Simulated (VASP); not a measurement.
Runs of VASP 6.6.1 on Mg3Te. The structure is that of space group Im-3m (No. 229), or close to it. The cells are those of the table. 

| task | cell | k mesh | cutoff (eV) | gap on the mesh (eV) | pressure (GPa) | relaxed volume (Å³/atom) |
| --- | --- | --- | --- | --- | --- | --- |
| single point | a = 5.312 Å, angles 109.5°, 4 atoms | 4 × 4 × 4 | 520 | none | (a) | - |
| relaxation of cell and atoms | relaxed from a = 5.312 Å, angles 109.5°, 4 atoms | 10 × 10 × 10 | 600 | none | 0.0 | 28.94 |
| single point | a = 4.836 Å, angles 109.5°, 4 atoms | 4 × 4 × 4 | 520 | none | 13.3 | - |
| single point | a = 5.322 Å, angles 109.5°, 4 atoms | 10 × 10 × 10 | 520 | none | 0.0 | - |
| relaxation of cell and atoms | relaxed from a = 4.836 Å, angles 109.5°, 4 atoms | 4 × 4 × 4 | 600 | none | 0.0 | 29.05 |

Alike in all rows: level PBE; potentials or basis VASP PAW PBE potentials, release 64 (Mg, Te); no spin polarisation; smearing gaussian 0.1 eV.

Question: Estimate the missing entries.

Answer: (a) 0.2.

Caveats: some runs use coarse meshes; spin-orbit coupling is left out, which moves the levels of the heavy elements; the volume moved by over 15 % at a fixed basis, so the end points are rough (some runs).

A k mesh can miss the band edges, and the runs leave out spin-orbit coupling on Te.

A gap of «none» marks levels without a gap at the run's occupations.
